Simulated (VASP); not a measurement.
Input of a VASP 6.6.1 run:

The input INCAR:

```
ALGO = Normal
EDIFF = 1E-7
EDIFFG = -0.02
ENCUT = 600
IBRION = 2
ISIF = 8
ISMEAR = -1
LASPH = True
LCHARG = False
LREAL = False
LWAVE = False
NELM = 80
NSW = 60
PREC = Accurate
SIGMA = 0.05
```

The input KPOINTS:

```
k-points
0
Gamma
  9 9 4
```

The input POSCAR:

```
Cd
1.0
    2.9788700000      0.0000000000      0.0000000000
   -1.4894350000      2.5797770000      0.0000000000
    0.0000000000      0.0000000000      5.6176500000
Cd
2
Direct
    0.3333333333      0.6666666667      0.2500000000
    0.6666666667      0.3333333333      0.7500000000
```

Potentials or basis: VASP PAW LDA potentials, release 64 (Cd).

Command:

```sh
$ cat potpaw_LDA.64/Cd/POTCAR > POTCAR
$ mpirun -np 1 vasp_std > vasp.out
```

Estimate the space group after relaxing (to 0.1 Å).

P6_3/mmc (No. 194).

What does it give for the band gap on the k mesh?

Zero (bands 12 and 13 overlap by 4.07 eV).

Estimate the relaxed volume.

20.24 Å³/atom.

Estimate the relaxed cell.

a = 2.916 Å, b = 2.916 Å, c = 5.499 Å, α = 90.00°, β = 90.00°, γ = 120.00°.

The path:
```
step  energy change (eV)  largest force (eV/Å)  pressure (GPa)  volume (Å³)
   1              0.0000                0.0000           -3.47        43.17
   2             -0.0314                0.0000            0.29        40.31
   3             -0.0316                0.0000            0.00        40.49
```

LDA usually gives volumes a few per cent too small. Zero-point motion and thermal expansion aren't in these numbers.
